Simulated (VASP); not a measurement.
# Ga4P4H9 in VASP: single point with PBE

Aim: the single point of Ga4P4H9 with PBE.

Everything below comes from runs of VASP 6.6.1. Logs are shortened: lines on timing, memory, paths and dates and some standing lists are left out, and cuts for length are marked.

## (1) The cell of the first run

The cell holds a wire or tube with vacuum around it, 34 atoms: a = 17.600 Å, b = 17.900 Å, c = 5.505 Å, α = 90.00°, β = 90.00°, γ = 90.00°.

## (2) Single point, PBE

INCAR reads:

```
SYSTEM = Ga4P4H9
ALGO     = Normal         ! electronic algorithm
EDIFF    = 1E-6           ! SCF threshold, eV
ENCUT    = 520            ! plane-wave cutoff, eV
GGA      = PE             ! functional
ISIF     = 2              ! what is computed and relaxed
ISMEAR   = 0              ! smearing method
LASPH    = .True.         ! aspherical terms in the spheres
LCHARG   = .False.        ! write CHGCAR
LREAL    = Auto         
LWAVE    = .False.        ! write WAVECAR
NBANDS   = 104            ! bands
NELM     = 100            ! most SCF steps
PREC     = Accurate       ! precision mode
SIGMA    = 0.05           ! smearing width, eV
```

KPOINTS reads:

```
k-points
0
Gamma
  1 1 6
  0 0 0
```

POSCAR reads:

```
Ga4P4H9
1.0
   17.6000000000      0.0000000000      0.0000000000
    0.0000000000     17.9000000000      0.0000000000
    0.0000000000      0.0000000000      5.5050736298
Ga P H
8 8 18
Direct
    0.5366382349      0.5360241862      0.0000000000
    0.5366382349      0.3822511798      0.5000000000
    0.5366382349      0.6897971927      0.5000000000
    0.3802440976      0.5360241862      0.5000000000
    0.6930323721      0.5360241862      0.5000000000
    0.3802440976      0.3822511798      0.0000000000
    0.3802440976      0.6897971927      0.0000000000
    0.6930323721      0.3822511798      0.0000000000
    0.3020470290      0.6129106894      0.7500000000
    0.6148353035      0.3053646766      0.7500000000
    0.6148353035      0.6129106894      0.7500000000
    0.3020470290      0.4591376830      0.2500000000
    0.6148353035      0.4591376830      0.2500000000
    0.4584411663      0.3053646766      0.2500000000
    0.4584411663      0.6129106894      0.2500000000
    0.4584411663      0.4591376830      0.7500000000
    0.2554653596      0.5671097184      0.8989239631
    0.2554653596      0.6587116605      0.6010760369
    0.5682536340      0.2595637055      0.8989239631
    0.6614169729      0.2595637055      0.6010760369
    0.6614169729      0.6587116605      0.8989239631
    0.5881405032      0.7404362945      0.3353446323
    0.4851359665      0.7404362945      0.6646553677
    0.2554653596      0.5049386541      0.1010760369
    0.2554653596      0.4133367119      0.3989239631
    0.7445346404      0.5866632881      0.3353446323
    0.7445346404      0.4853850844      0.6646553677
    0.5050228357      0.2595637055      0.1010760369
    0.4118594968      0.2595637055      0.3989239631
    0.3287418293      0.3316120780      0.8353446323
    0.3287418293      0.7404362945      0.1646553677
    0.4317463660      0.7404362945      0.8353446323
    0.7445346404      0.3316120780      0.1646553677
    0.7445346404      0.4328902816      0.8353446323
```

Potentials or basis: VASP PAW PBE potentials, release 64 (Ga_d, P, H).

Command:

```console
$ cat potpaw_PBE.64/Ga_d/POTCAR potpaw_PBE.64/P/POTCAR potpaw_PBE.64/H/POTCAR > POTCAR
$ mpirun -np 1 vasp_std > vasp.out
```

OUTCAR:

```text
SYSTEM = Ga4P4H9
   EDIFF = 1E-6
   ENCUT = 520
   GGA = PE
   ISIF = 2
   ISMEAR = 0
   LASPH = .True.
   LREAL = Auto
   NELM = 100
   PREC = Accurate

 ion  position               nearest neighbor table
   1  0.537  0.536  0.000-  11 2.38  13 2.38  15 2.38  16 2.38
   2  0.537  0.382  0.500-  10 2.38  13 2.38  14 2.38  16 2.38
   3  0.537  0.690  0.500-  22 1.57  23 1.57  11 2.38  15 2.38
   4  0.380  0.536  0.500-   9 2.38  12 2.38  15 2.38  16 2.38
   5  0.693  0.536  0.500-  27 1.57  26 1.57  11 2.38  13 2.38
   6  0.380  0.382  0.000-  30 1.57  12 2.38  16 2.38  14 2.38
[... 8 lines left out ...]
  15  0.458  0.613  0.250-   1 2.38   4 2.38   3 2.38   7 2.38
  16  0.458  0.459  0.750-   1 2.38   2 2.38   4 2.38   6 2.38
  17  0.255  0.567  0.899-   9 1.42
  18  0.255  0.659  0.601-   9 1.42
  19  0.568  0.260  0.899-  10 1.42
  20  0.661  0.260  0.601-  10 1.42
  21  0.661  0.659  0.899-  11 1.42
  22  0.588  0.740  0.335-   3 1.57
[... 10 lines left out ...]
  33  0.745  0.332  0.165-   8 1.57
  34  0.745  0.433  0.835-   8 1.57

  LATTYP: Found a simple orthorhombic cell.
 ALAT       =     5.5050736298
 B/A-ratio  =     3.1970507905
 C/A-ratio  =     3.2515459744

  Lattice vectors:

 A1 = (   0.0000000000,   0.0000000000,   5.5050736298)
 A2 = (  17.6000000000,   0.0000000000,   0.0000000000)
 A3 = (   0.0000000000,  17.9000000000,   0.0000000000)

Analysis of symmetry for initial positions (statically):
=====================================================================
 Subroutine PRICEL returns:
 Original cell was already a primitive cell.

 Routine SETGRP: Setting up the symmetry group for a
 simple orthorhombic supercell.

 Subroutine GETGRP returns: Found  1 space group operations
 (whereof  1 operations were pure point group operations)
 out of a pool of  8 trial point group operations.

The static configuration has the point symmetry C_1 .

Analysis of symmetry for dynamics (positions and initial velocities):
=====================================================================
 Subroutine PRICEL returns:
 Original cell was already a primitive cell.

 Routine SETGRP: Setting up the symmetry group for a
 simple orthorhombic supercell.

 Subroutine GETGRP returns: Found  1 space group operations
 (whereof  1 operations were pure point group operations)
 out of a pool of  8 trial point group operations.

The dynamic configuration has the point symmetry C_1 .

 Subroutine INISYM returns: Found  1 space group operations
 (whereof  1 operations are pure point group operations),
 and found     1 'primitive' translations

----------------------------------------------------------------------------------------

                                     Primitive cell

  volume of cell :    1734.3184

  direct lattice vectors                    reciprocal lattice vectors
    17.600000000  0.000000000  0.000000000     0.056818182  0.000000000  0.000000000
     0.000000000 17.900000000  0.000000000     0.000000000  0.055865922  0.000000000
     0.000000000  0.000000000  5.505073630     0.000000000  0.000000000  0.181650613

  length of vectors
    17.600000000 17.900000000  5.505073630     0.056818182  0.055865922  0.181650613

  position of ions in fractional coordinates (direct lattice)
     0.536638235  0.536024186  0.000000000
     0.536638235  0.382251180  0.500000000
     0.536638235  0.689797193  0.500000000
     0.380244098  0.536024186  0.500000000
     0.693032372  0.536024186  0.500000000
     0.380244098  0.382251180  0.000000000
[... 26 lines left out ...]
     0.744534640  0.331612078  0.164655368
     0.744534640  0.432890282  0.835344632

  ion indices of the primitive-cell ions
   primitive index   ion index
                 1           1
                 2           2
                 3           3
                 4           4
                 5           5
                 6           6
[... 26 lines left out ...]
                33          33
                34          34

----------------------------------------------------------------------------------------

 KPOINTS: k-points

Automatic generation of k-mesh.
 Grid dimensions read from file:
 generate k-points for:    1    1    6

 Generating k-lattice:

  Cartesian coordinates                     Fractional coordinates (reciprocal lattice)
     0.056818182  0.000000000  0.000000000     1.000000000  0.000000000  0.000000000
     0.000000000  0.055865922  0.000000000     0.000000000  1.000000000  0.000000000
     0.000000000  0.000000000  0.030275102     0.000000000  0.000000000  0.166666667

  Length of vectors
     0.056818182  0.055865922  0.030275102

  Shift w.r.t. Gamma in fractional coordinates (k-lattice)
     0.000000000  0.000000000  0.000000000

 Subroutine IBZKPT returns following result:
 ===========================================

 Found      4 irreducible k-points:

 Following reciprocal coordinates:
            Coordinates               Weight
  0.000000  0.000000  0.000000      1.000000
  0.000000  0.000000  0.166667      2.000000
  0.000000  0.000000  0.333333      2.000000
  0.000000  0.000000  0.500000      1.000000
   k-points           NKPTS =      4   k-points in BZ     NKDIM =      4   number of bands    NBANDS=    104
   number of dos      NEDOS =    301   number of ions     NIONS =     34
   total plane-waves  NPLWV = 823200
   dimension x,y,z NGX =   140 NGY =  140 NGZ =   42
   dimension x,y,z NGXF=   280 NGYF=  280 NGZF=   84
   ions per type =               8   8  18
   NGX,Y,Z   is equivalent  to a cutoff of  13.22, 13.00, 12.68 a.u.
   NGXF,Y,Z  is equivalent  to a cutoff of  26.45, 26.00, 25.37 a.u.
 SYSTEM =  Ga4P4H9
   PREC   = accura    normal or accurate (medium, high low for compatibility)
   ISTART =      0    job   : 0-new  1-cont  2-samecut
   ICHARG =      2    charge: 1-file 2-atom 10-const
   ISPIN  =      1    spin polarized calculation?
   LNONCOLLINEAR =      F non collinear calculations
   LSORBIT =      F    spin-orbit coupling
   LASPH  =      T    aspherical Exc in radial PAW
   ENCUT  =  520.0 eV  38.22 Ry    6.18 a.u.  32.72 33.28 10.24*2*pi/ulx,y,z
   NELM   =    100;   NELMIN=  2; NELMDL= -5     # of ELM steps
   EDIFF  = 0.1E-05   stopping-criterion for ELM
   LREAL  =      T    real-space projection
   EDIFFG = 0.1E-04   stopping-criterion for IOM
   NSW    =      0    number of steps for IOM
   IBRION =     -1    ionic relax: 0-MD 1-quasi-New 2-CG
   NFREE  =      0    steps in history (QN), initial steepest desc. (CG)
   ISIF   =      2    stress and relaxation
   ISYM   =      2    0-nonsym 1-usesym 2-fastsym
   POTIM  = 0.5000    time-step for ionic-motion
   TEBEG  =    0.0;   TEEND  =   0.0 temperature during run
   PSTRESS=    0.0 pullay stress
   NELECT =     162.0000    total number of electrons
   NUPDOWN=      -1.0000    fix difference up-down
   EMIN   =  10.00;   EMAX   =-10.00  energy-range for DOS
   EFERMI =   0.00;   METHOD = LEGACY
   ISMEAR =     0;   SIGMA  =   0.05  broadening in eV -4-tet -1-fermi 0-gaus
   EFERMI_NEDOS =   21; number of points for ismear=-14 and -15
   IALGO  =     38    algorithm
   IMIX   =      4    mixing-type and parameters
     AMIX     =   0.40;   BMIX     =  1.00
     AMIX_MAG =   1.60;   BMIX_MAG =  1.00
  volume/ion in A,a.u.               =      51.01       344.23
  Fermi-wavevector in a.u.,A,eV,Ry     =   0.742797  1.403683  7.506982  0.551748
  Thomas-Fermi vector in A             =   1.837761
   LORBIT       =      0    0 simple, 1 ext, 2 COOP (PROOUT), +10 PAW based schemes
   GGA     = PE    functional components
   LHFCALC =     F    Hartree Fock is set to
   AEXX    =    0.0000 exact exchange contribution
   IVDW    =     0    specifies the selected vdW correction
   LEPSILON=     F    determine dielectric tensor
   LRPA    =     F    only Hartree local field effects (RPA)
 non-spin polarized calculation
 Gauss-broadening in eV      SIGMA  =   0.05
  energy-cutoff  :      520.00
  volume of cell :     1734.32
 maximum number of plane-waves:     46744
 NGX is ok and might be reduce to   140
   NGX = 65   NGY = 67   NGZ = 21

 number of electron     161.9999978 magnetization

 Free energy of the ion-electron system (eV)
  ---------------------------------------------------
  ext. energy  EPLUGINS =         0.00000000
  ---------------------------------------------------
  free energy    TOTEN  =      -126.72101519 eV

  energy without entropy =     -126.72101519  energy(sigma->0) =     -126.72101519

 E-fermi :  -2.2331     XC(G=0):  -3.0503

 val. band max:       -2.4673537445   @ k =   0.0000   0.0000   0.3333
 cond. band min:      -1.1387499729   @ k =   0.0000   0.0000   0.5000
 fundamental gap:      1.3286037716
 Fermi energy:        -2.2330596920

 k-point     1 :       0.0000    0.0000    0.0000
  band No.  band energies     occupation
      1     -18.1186      2.00000
      2     -18.0880      2.00000
      3     -18.0432      2.00000
      4     -17.9567      2.00000
      5     -17.9453      2.00000
      6     -17.9144      2.00000
[... 85 lines left out ...]
     92       0.4631      0.00000
     93       0.5102      0.00000

 k-point     2 :       0.0000    0.0000    0.1667
  band No.  band energies     occupation
      1     -18.1186      2.00000
      2     -18.0871      2.00000
      3     -18.0434      2.00000
      4     -17.9559      2.00000
      5     -17.9460      2.00000
      6     -17.9175      2.00000
[... 85 lines left out ...]
     92       0.4306      0.00000
     93       0.5378      0.00000

 k-point     3 :       0.0000    0.0000    0.3333
  band No.  band energies     occupation
      1     -18.1185      2.00000
      2     -18.0851      2.00000
      3     -18.0438      2.00000
      4     -17.9540      2.00000
      5     -17.9475      2.00000
      6     -17.9247      2.00000
[... 85 lines left out ...]
     92       0.5550      0.00000
     93       0.9538      0.00000

 k-point     4 :       0.0000    0.0000    0.5000
  band No.  band energies     occupation
      1     -18.1185      2.00000
      2     -18.0842      2.00000
      3     -18.0441      2.00000
      4     -17.9527      2.00000
      5     -17.9483      2.00000
      6     -17.9286      2.00000
[... 85 lines left out ...]
     92       0.8855      0.00000
     93       1.1341      0.00000
 [bands above 93 left out]

------------------------ aborting loop because EDIFF is reached ----------------------------------------

  FORCE on cell =-STRESS in cart. coord.  units (eV):
  Direction    XX          YY          ZZ          XY          YZ          ZX
  --------------------------------------------------------------------------------------
  -------------------------------------------------------------------------------------
  Total        3.0999752      3.0997101      5.8498899     -0.0513385     -0.5994908     -0.5864120
  in kB        2.8637821      2.8635372      5.4041755     -0.0474269     -0.5538144     -0.5417321
  external PRESSURE =       3.7104982 kB  Pullay stress =       0.0000000 kB

 VOLUME and BASIS-vectors are now :
 -----------------------------------------------------------------------------
  energy-cutoff  :      520.00
  volume of cell :     1734.32
      direct lattice vectors                 reciprocal lattice vectors
    17.600000000  0.000000000  0.000000000     0.056818182  0.000000000  0.000000000
     0.000000000 17.900000000  0.000000000     0.000000000  0.055865922  0.000000000
     0.000000000  0.000000000  5.505073630     0.000000000  0.000000000  0.181650613

 POSITION                                       TOTAL-FORCE (eV/Angst)
 -----------------------------------------------------------------------------------
      9.44483      9.59483      0.00000         0.415739      0.417553      0.432788
      9.44483      6.84230      2.75254         0.465359      0.503705     -0.226441
      9.44483     12.34737      2.75254         0.513050      0.986132     -0.126283
      6.69230      9.59483      2.75254         0.502625      0.468592     -0.225884
     12.19737      9.59483      2.75254         0.985039      0.515129     -0.125912
      6.69230      6.84230      0.00000        -0.118889     -0.116589     -0.874288
[... 26 lines left out ...]
     13.10381      5.93586      0.90644        -0.248300     -0.443938      0.281901
     13.10381      7.74874      4.59863        -0.333161     -0.412324      0.207552
 -----------------------------------------------------------------------------------
    total drift:                               -0.017323     -0.001742      0.000320

  FREE ENERGIE OF THE ION-ELECTRON SYSTEM (eV)
  ---------------------------------------------------
  free  energy   TOTEN  =      -126.7210151946 eV

  energy  without entropy=     -126.7210151946  energy(sigma->0) =     -126.72101519
```

Run time: 44 min. Hardware: 1 thread of Oxide Virtual Turin-like, shared host; peak memory 1.7 GiB.

What came out:

```
Free energy            : -126.7210 eV
Largest force          : 1.267 eV/Å
Band gap on the k mesh : 1.33 eV (least direct gap 1.35 eV)
```

Forces on the atoms (eV/Å):
```
Ga   0.416  0.418  0.433
Ga   0.465  0.504 -0.226
Ga   0.513  0.986 -0.126
Ga   0.503  0.469 -0.226
Ga   0.985  0.515 -0.126
Ga  -0.119 -0.117 -0.874
Ga  -0.052  0.990  0.790
Ga   0.987 -0.050  0.790
P    0.791  0.087 -0.012
P    0.086  0.795 -0.012
P   -0.562 -0.562 -0.319
P    0.742 -0.277  0.437
P   -0.596 -0.479 -0.032
P   -0.276  0.745  0.437
P   -0.477 -0.596 -0.031
P   -0.351 -0.354  0.238
H   -0.494  0.270 -0.459
H   -0.256 -0.258  0.145
H    0.270 -0.495 -0.458
H   -0.257 -0.256  0.145
H   -0.077 -0.077  0.048
H    0.223 -0.254 -0.320
H    0.304 -0.110 -0.443
H   -0.307 -0.407  0.248
H   -0.317  0.146 -0.254
H   -0.252  0.222 -0.320
H   -0.108  0.304 -0.443
H   -0.406 -0.308  0.248
H    0.147 -0.318 -0.253
H   -0.090 -0.091 -0.001
H   -0.442 -0.251  0.281
H   -0.411 -0.334  0.208
H   -0.248 -0.444  0.282
H   -0.333 -0.412  0.208
```

Levels at points of the mesh, in eV from the valence-band top:
| k point | band 77 | band 78 | band 79 | band 80 | band 81 | band 82 | band 83 | band 84 | band 85 | band 86 |
| --- | --- | --- | --- | --- | --- | --- | --- | --- | --- | --- |
| (0.00, 0.00, 0.00) | -1.77 | -1.50 | -1.28 | -0.25 | -0.05 | 1.47 | 1.85 | 1.89 | 1.95 | 2.02 |
| (0.00, 0.00, 0.50) | -1.64 | -1.58 | -1.39 | -0.39 | -0.02 | 1.33 | 1.67 | 2.13 | 2.17 | 2.43 |
